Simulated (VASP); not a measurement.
# HfN (rocksalt type) (Fm-3m) in VASP: a series of runs

Runs on HfN (rocksalt type). Level: PBEsol. Tasks: single point.

All numbers are computed with VASP 6.6.1; they aren't measurements. Logs are shortened: lines on timing, memory, paths and dates and some standing lists are left out, and cuts for length are marked.

## (1) The cell of the first run

The structure is cubic, space group Fm-3m (No. 225). The conventional cell has a = 3.797 Å, b = 3.797 Å, c = 3.797 Å, α = 90.00°, β = 90.00°, γ = 90.00°. Within 2.5 Å of Hf (site symmetry m-3m) lie 6 N at 1.90 Å. Within 2.5 Å of N (site symmetry m-3m) lie 6 Hf at 1.90 Å.

## (2) Single point, PBEsol (volume scaled by 0.6)

The input, INCAR:

```
SYSTEM = HfN
PREC = Accurate
ENCUT = 520
EDIFF = 1E-7
ISMEAR = -1
SIGMA = 0.1
LREAL = .False.
LASPH = .True.
NELM = 60
ALGO = Normal
ISIF = 2
LWAVE = .False.
LCHARG = .True.
GGA = PS
LELF = .True.
LVHAR = .True.
NBANDS = 14
```

The input, KPOINTS:

```
regular mesh
0
Gamma
  15 15 15
  0 0 0
```

The input, POSCAR:

```
HfN
1.0
    0.0000000000      1.8984254764      1.8984254764
    1.8984254764      0.0000000000      1.8984254764
    1.8984254764      1.8984254764      0.0000000000
Hf N
1 1
Direct
    0.0000000000      0.0000000000      0.0000000000
    0.5000000000      0.5000000000      0.5000000000
```

Potentials or basis: VASP PAW PBE potentials, release 64 (Hf_pv, N).

Launch:

```bash
$ cat potpaw_PBE.64/Hf_pv/POTCAR potpaw_PBE.64/N/POTCAR > POTCAR
$ mpirun -np 1 vasp_std > vasp.out
```

OUTCAR:

```text
SYSTEM = HfN
   PREC = Accurate
   ENCUT = 520
   EDIFF = 1E-7
   ISMEAR = -1
   LREAL = .False.
   LASPH = .True.
   NELM = 60
   ISIF = 2
   GGA = PS

 ion  position               nearest neighbor table
   1  0.000  0.000  0.000-   2 1.90   2 1.90   2 1.90   2 1.90   2 1.90   2 1.90
   2  0.500  0.500  0.500-   1 1.90   1 1.90   1 1.90   1 1.90   1 1.90   1 1.90

  LATTYP: Found a face centered cubic cell.
 ALAT       =     3.7968509528

  Lattice vectors:

 A1 = (   0.0000000000,   1.8984254764,   1.8984254764)
 A2 = (   1.8984254764,   0.0000000000,   1.8984254764)
 A3 = (   1.8984254764,   1.8984254764,   0.0000000000)

Analysis of symmetry for initial positions (statically):
=====================================================================
 Subroutine PRICEL returns:
 Original cell was already a primitive cell.

 Routine SETGRP: Setting up the symmetry group for a
 face centered cubic supercell.

 Subroutine GETGRP returns: Found 48 space group operations
 (whereof 48 operations were pure point group operations)
 out of a pool of 48 trial point group operations.

The static configuration has the point symmetry O_h .

Analysis of symmetry for dynamics (positions and initial velocities):
=====================================================================
 Subroutine PRICEL returns:
 Original cell was already a primitive cell.

 Routine SETGRP: Setting up the symmetry group for a
 face centered cubic supercell.

 Subroutine GETGRP returns: Found 48 space group operations
 (whereof 48 operations were pure point group operations)
 out of a pool of 48 trial point group operations.

The dynamic configuration has the point symmetry O_h .

 Subroutine INISYM returns: Found 48 space group operations
 (whereof 48 operations are pure point group operations),
 and found     1 'primitive' translations

----------------------------------------------------------------------------------------

                                     Primitive cell

  volume of cell :      13.6839

  direct lattice vectors                    reciprocal lattice vectors
     0.000000000  1.898425476  1.898425476    -0.263376154  0.263376154  0.263376154
     1.898425476  0.000000000  1.898425476     0.263376154 -0.263376154  0.263376154
     1.898425476  1.898425476  0.000000000     0.263376154  0.263376154 -0.263376154

  length of vectors
     2.684779056  2.684779056  2.684779056     0.456180880  0.456180880  0.456180880

  position of ions in fractional coordinates (direct lattice)
     0.000000000  0.000000000  0.000000000
     0.500000000  0.500000000  0.500000000

  ion indices of the primitive-cell ions
   primitive index   ion index
                 1           1
                 2           2

----------------------------------------------------------------------------------------

 KPOINTS: regular mesh

Automatic generation of k-mesh.
 Grid dimensions read from file:
 generate k-points for:   15   15   15

 Generating k-lattice:

  Cartesian coordinates                     Fractional coordinates (reciprocal lattice)
    -0.017558410  0.017558410  0.017558410     0.066666667  0.000000000  0.000000000
     0.017558410 -0.017558410  0.017558410     0.000000000  0.066666667  0.000000000
     0.017558410  0.017558410 -0.017558410     0.000000000  0.000000000  0.066666667

  Length of vectors
     0.030412059  0.030412059  0.030412059

  Shift w.r.t. Gamma in fractional coordinates (k-lattice)
     0.000000000  0.000000000  0.000000000

 Subroutine IBZKPT returns following result:
 ===========================================

 Found    120 irreducible k-points:

 Following reciprocal coordinates:
            Coordinates               Weight
  0.000000  0.000000  0.000000      1.000000
  0.066667  0.000000  0.000000      8.000000
  0.133333  0.000000  0.000000      8.000000
  0.200000  0.000000  0.000000      8.000000
  0.266667  0.000000  0.000000      8.000000
  0.333333  0.000000  0.000000      8.000000
[... 16 lines left out ...]
  0.133333  0.133333  0.000000      6.000000
  0.200000  0.133333  0.000000     24.000000
 [... further k-points ...]
   k-points           NKPTS =    120   k-points in BZ     NKDIM =    120   number of bands    NBANDS=     14
   number of dos      NEDOS =    301   number of ions     NIONS =      2
   total plane-waves  NPLWV =   8000
   dimension x,y,z NGX =    20 NGY =   20 NGZ =   20
   dimension x,y,z NGXF=    40 NGYF=   40 NGZF=   40
   ions per type =               1   1
   NGX,Y,Z   is equivalent  to a cutoff of  12.38, 12.38, 12.38 a.u.
   NGXF,Y,Z  is equivalent  to a cutoff of  24.77, 24.77, 24.77 a.u.
 SYSTEM =  HfN
   PREC   = accura    normal or accurate (medium, high low for compatibility)
   ISTART =      0    job   : 0-new  1-cont  2-samecut
   ICHARG =      2    charge: 1-file 2-atom 10-const
   ISPIN  =      1    spin polarized calculation?
   LNONCOLLINEAR =      F non collinear calculations
   LSORBIT =      F    spin-orbit coupling
   LASPH  =      T    aspherical Exc in radial PAW
   ENCUT  =  520.0 eV  38.22 Ry    6.18 a.u.   4.99  4.99  4.99*2*pi/ulx,y,z
   NELM   =     60;   NELMIN=  2; NELMDL= -5     # of ELM steps
   EDIFF  = 0.1E-06   stopping-criterion for ELM
   LREAL  =      F    real-space projection
   EDIFFG = 0.1E-05   stopping-criterion for IOM
   NSW    =      0    number of steps for IOM
   IBRION =     -1    ionic relax: 0-MD 1-quasi-New 2-CG
   NFREE  =      0    steps in history (QN), initial steepest desc. (CG)
   ISIF   =      2    stress and relaxation
   ISYM   =      2    0-nonsym 1-usesym 2-fastsym
   POTIM  = 0.5000    time-step for ionic-motion
   TEBEG  =    0.0;   TEEND  =   0.0 temperature during run
   PSTRESS=    0.0 pullay stress
   NELECT =      15.0000    total number of electrons
   NUPDOWN=      -1.0000    fix difference up-down
   EMIN   =  10.00;   EMAX   =-10.00  energy-range for DOS
   EFERMI =   0.00;   METHOD = LEGACY
   ISMEAR =    -1;   SIGMA  =   0.10  broadening in eV -4-tet -1-fermi 0-gaus
   EFERMI_NEDOS =   21; number of points for ismear=-14 and -15
   IALGO  =     38    algorithm
   IMIX   =      4    mixing-type and parameters
     AMIX     =   0.40;   BMIX     =  1.00
     AMIX_MAG =   1.60;   BMIX_MAG =  1.00
  volume/ion in A,a.u.               =       6.84        46.17
  Fermi-wavevector in a.u.,A,eV,Ry     =   1.687984  3.189828 38.766951  2.849291
  Thomas-Fermi vector in A             =   2.770372
   LORBIT       =      0    0 simple, 1 ext, 2 COOP (PROOUT), +10 PAW based schemes
   GGA     = PS    functional components
   LHFCALC =     F    Hartree Fock is set to
   AEXX    =    0.0000 exact exchange contribution
   IVDW    =     0    specifies the selected vdW correction
   LEPSILON=     F    determine dielectric tensor
   LRPA    =     F    only Hartree local field effects (RPA)
 non-spin polarized calculation
  energy-cutoff  :      520.00
  volume of cell :       13.68
 maximum number of plane-waves:       378
   NGX =  9   NGY =  9   NGZ =  9

 number of electron      14.9999999 magnetization

 Free energy of the ion-electron system (eV)
  ---------------------------------------------------
  ext. energy  EPLUGINS =         0.00000000
  ---------------------------------------------------
  free energy    TOTEN  =       -15.25516117 eV

  energy without entropy =      -15.24501587  energy(sigma->0) =      -15.25008852

 E-fermi :  13.4345     XC(G=0): -15.8359

 val. band max:       13.4077881705   @ k =   0.1333   0.0000   0.0000
 cond. band min:      13.4750995032   @ k =  -0.1333   0.0667   0.0000
 fundamental gap:      0.0673113327
 Fermi energy:        13.4344736378

 k-point     1 :       0.0000    0.0000    0.0000
  band No.  band energies     occupation
      1     -15.3811      2.00000
      2     -15.3811      2.00000
      3     -15.3811      2.00000
      4      -6.4501      2.00000
      5      10.2994      2.00000
      6      10.2994      2.00000
      7      10.2994      2.00000
      8      12.4782      1.99986
      9      12.4782      1.99986
     10      12.4782      1.99986
     11      16.8595      0.00000
     12      16.8595      0.00000
     13      22.0984      0.00000
     14      24.4220      0.00000

 k-point     2 :       0.0667    0.0000    0.0000
  band No.  band energies     occupation
      1     -15.7234      2.00000
      2     -15.3963      2.00000
      3     -15.3963      2.00000
      4      -6.0704      2.00000
      5       9.6046      2.00000
      6       9.6746      2.00000
      7       9.6746      2.00000
      8      12.7787      1.99717
      9      12.7787      1.99717
     10      12.8405      1.99475
     11      17.6212      0.00000
     12      17.6212      0.00000
     13      22.3930      0.00000
     14      25.0601      0.00000

 k-point     3 :       0.1333    0.0000    0.0000
  band No.  band energies     occupation
      1     -16.5737      2.00000
      2     -15.4390      2.00000
      3     -15.4390      2.00000
      4      -5.1110      2.00000
      5       8.2362      2.00000
      6       8.4233      2.00000
      7       8.4233      2.00000
      8      13.4078      1.13264
      9      13.5028      0.67091
     10      13.5028      0.67091
     11      19.4397      0.00000
     12      19.4397      0.00000
     13      23.1664      0.00000
     14      26.8344      0.00000
[... 324 lines left out ...]
 k-point    23 :       0.1333    0.1333    0.0000
  band No.  band energies     occupation
      1     -16.5164      2.00000
      2     -15.6763      2.00000
      3     -15.6763      2.00000
      4      -4.7924      2.00000
      5       6.3585      2.00000
      6       9.4944      2.00000
      7       9.4944      2.00000
      8      10.8914      2.00000
      9      15.1820      0.00000
     10      15.1820      0.00000
     11      17.4072      0.00000
     12      20.5427      0.00000
     13      24.3534      0.00000
     14      27.4388      0.00000

 k-point    24 :       0.2000    0.1333    0.0000
  band No.  band energies     occupation
      1     -17.1888      2.00000
      2     -15.8096      2.00000
      3     -15.7502      2.00000
      4      -4.0452      2.00000
      5       5.3328      2.00000
      6       8.7555      2.00000
      7       9.0012      2.00000
      8      10.9117      2.00000
      9      16.1937      0.00000
     10      16.2292      0.00000
     11      18.4526      0.00000
     12      21.5917      0.00000
     13      25.7702      0.00000
     14      28.3365      0.00000

 [... further k-points ...]

------------------------ aborting loop because EDIFF is reached ----------------------------------------

  FORCE on cell =-STRESS in cart. coord.  units (eV):
  Direction    XX          YY          ZZ          XY          YZ          ZX
  --------------------------------------------------------------------------------------
  -------------------------------------------------------------------------------------
  Total       36.7355786     36.7355786     36.7355786     -0.0000000     -0.0000000      0.0000000
  in kB     4301.1720131   4301.1720131   4301.1720131     -0.0000000     -0.0000000      0.0000000
  external PRESSURE =    4301.1720131 kB  Pullay stress =       0.0000000 kB

 VOLUME and BASIS-vectors are now :
 -----------------------------------------------------------------------------
  energy-cutoff  :      520.00
  volume of cell :       13.68
      direct lattice vectors                 reciprocal lattice vectors
     0.000000000  1.898425476  1.898425476    -0.263376154  0.263376154  0.263376154
     1.898425476  0.000000000  1.898425476     0.263376154 -0.263376154  0.263376154
     1.898425476  1.898425476  0.000000000     0.263376154  0.263376154 -0.263376154

 POSITION                                       TOTAL-FORCE (eV/Angst)
 -----------------------------------------------------------------------------------
      0.00000      0.00000      0.00000         0.000000     -0.000000      0.000000
      1.89843      1.89843      1.89843        -0.000000      0.000000      0.000000
 -----------------------------------------------------------------------------------
    total drift:                                0.000000      0.000000      0.000000

  FREE ENERGIE OF THE ION-ELECTRON SYSTEM (eV)
  ---------------------------------------------------
  free  energy   TOTEN  =       -15.2551611718 eV

  energy  without entropy=      -15.2450158738  energy(sigma->0) =      -15.25008852
```

Wall time 40 s (1 thread of Intel Xeon 8259CL, shared host); peak memory 0.14 GiB.

The run converged, but its numbers aren't listed here, since they failed a check.

Caveat: the PAW data sets were made with another functional, which shifts forces and pressure a little; spin-orbit coupling is left out, which moves the levels of the heavy elements.

## (3) Single point, PBEsol (volume scaled by 0.68)

The input, INCAR:

```
  PREC = Accurate
  ENCUT = 520
  EDIFF = 1E-7
  ISMEAR = -1
  SIGMA = 0.1
  LREAL = F
  LASPH = T
  NELM = 100
  ALGO = Normal
  ISIF = 2
  LWAVE = F
  LCHARG = T
  GGA = PS
  LELF = T
  LVHAR = T
  NBANDS = 14
```

The input, KPOINTS:

```
regular mesh
0
Gamma
  15 15 15
```

The input, POSCAR:

```
HfN
1.0
    0.0000000000      1.9793052388      1.9793052388
    1.9793052388      0.0000000000      1.9793052388
    1.9793052388      1.9793052388      0.0000000000
Hf N
1 1
Direct
    0.0000000000      0.0000000000      0.0000000000
    0.5000000000      0.5000000000      0.5000000000
```

Potentials or basis: VASP PAW PBE potentials, release 64 (Hf_pv, N).

Launch:

```bash
$ cat potpaw_PBE.64/Hf_pv/POTCAR potpaw_PBE.64/N/POTCAR > POTCAR
$ mpirun -np 1 vasp_std > vasp.out
```

Run time: 44 s. Hardware: 1 thread of Intel Xeon 8259CL, shared host; peak memory 0.16 GiB.

The run converged. Its results:

```
Free energy : -19.0330 eV
Pressure    : 248.4 GPa
```

Levels at points of the mesh, in eV from the Fermi level:
```csv
k point,band 4,band 5,band 6,band 7,band 8,band 9,band 10,band 11,band 12,band 13
"(0.00, 0.00, 0.00)",-19.52,-3.21,-3.21,-3.21,-0.76,-0.76,-0.76,3.02,3.02,6.66
```

Caveat: the PAW data sets were made with another functional, which shifts forces and pressure a little; spin-orbit coupling is left out, which moves the levels of the heavy elements.

## (4) Single point, PBEsol (volume scaled by 0.84)

The input, INCAR:

```
SYSTEM = HfN
PREC = Accurate
ENCUT = 520
EDIFF = 1E-6
ISMEAR = -1
SIGMA = 0.1
LREAL = .False.
LASPH = .True.
NELM = 80
ALGO = Normal
ISIF = 2
LWAVE = .False.
LCHARG = .False.
GGA = PS
NBANDS = 14
```

The input, KPOINTS:

```
Automatic mesh
0
Gamma
  15 15 15
  0 0 0
```

The input, POSCAR:

```
HfN
1.0
    0.0000000000      2.1237475879      2.1237475879
    2.1237475879      0.0000000000      2.1237475879
    2.1237475879      2.1237475879      0.0000000000
Hf N
1 1
Direct
    0.0000000000      0.0000000000      0.0000000000
    0.5000000000      0.5000000000      0.5000000000
```

Potentials or basis: VASP PAW PBE potentials, release 64 (Hf_pv, N).

Launch:

```bash
$ cat potpaw_PBE.64/Hf_pv/POTCAR potpaw_PBE.64/N/POTCAR > POTCAR
$ mpirun -np 1 vasp_std > vasp.out
```

OUTCAR:

```text
SYSTEM = HfN
   PREC = Accurate
   ENCUT = 520
   EDIFF = 1E-6
   ISMEAR = -1
   LREAL = .False.
   LASPH = .True.
   NELM = 80
   ISIF = 2
   GGA = PS

 ion  position               nearest neighbor table
   1  0.000  0.000  0.000-   2 2.12   2 2.12   2 2.12   2 2.12   2 2.12   2 2.12
   2  0.500  0.500  0.500-   1 2.12   1 2.12   1 2.12   1 2.12   1 2.12   1 2.12

  LATTYP: Found a face centered cubic cell.
 ALAT       =     4.2474951758

  Lattice vectors:

[... 592 lines left out ...]
 [... further k-points ...]

------------------------ aborting loop because EDIFF is reached ----------------------------------------

  FORCE on cell =-STRESS in cart. coord.  units (eV):
  Direction    XX          YY          ZZ          XY          YZ          ZX
  --------------------------------------------------------------------------------------
  -------------------------------------------------------------------------------------
  Total        8.3514558      8.3514558      8.3514558     -0.0000000     -0.0000000      0.0000000
  in kB      698.4480031    698.4480031    698.4480031     -0.0000000     -0.0000000      0.0000000
  external PRESSURE =     698.4480031 kB  Pullay stress =       0.0000000 kB

 VOLUME and BASIS-vectors are now :
 -----------------------------------------------------------------------------
  energy-cutoff  :      520.00
  volume of cell :       19.16
      direct lattice vectors                 reciprocal lattice vectors
     0.000000000  2.123747588  2.123747588    -0.235432875  0.235432875  0.235432875
     2.123747588  0.000000000  2.123747588     0.235432875 -0.235432875  0.235432875
     2.123747588  2.123747588  0.000000000     0.235432875  0.235432875 -0.235432875

 POSITION                                       TOTAL-FORCE (eV/Angst)
 -----------------------------------------------------------------------------------
      0.00000      0.00000      0.00000         0.000000     -0.000000      0.000000
      2.12375      2.12375      2.12375         0.000000      0.000000     -0.000000
 -----------------------------------------------------------------------------------
    total drift:                                0.000000     -0.000000     -0.000000

  FREE ENERGIE OF THE ION-ELECTRON SYSTEM (eV)
  ---------------------------------------------------
  free  energy   TOTEN  =       -22.3461768060 eV

  energy  without entropy=      -22.3300715705  energy(sigma->0) =      -22.33812419
```

It took 37 s on 1 thread of Intel Xeon 8259CL, shared host; peak memory 0.17 GiB.

What came out:

```yaml
Free_energy: -22.3462 eV
Pressure: 69.8 GPa
```

Levels at points of the mesh, in eV from the Fermi level:
| k point | band 4 | band 5 | band 6 | band 7 | band 8 | band 9 | band 10 | band 11 | band 12 | band 13 |
| --- | --- | --- | --- | --- | --- | --- | --- | --- | --- | --- |
| (0.00, 0.00, 0.00) | -18.51 | -3.16 | -3.16 | -3.16 | -0.51 | -0.51 | -0.51 | 2.42 | 2.42 | 3.81 |

Caveat: the PAW data sets were made with another functional, which shifts forces and pressure a little; spin-orbit coupling is left out, which moves the levels of the heavy elements.
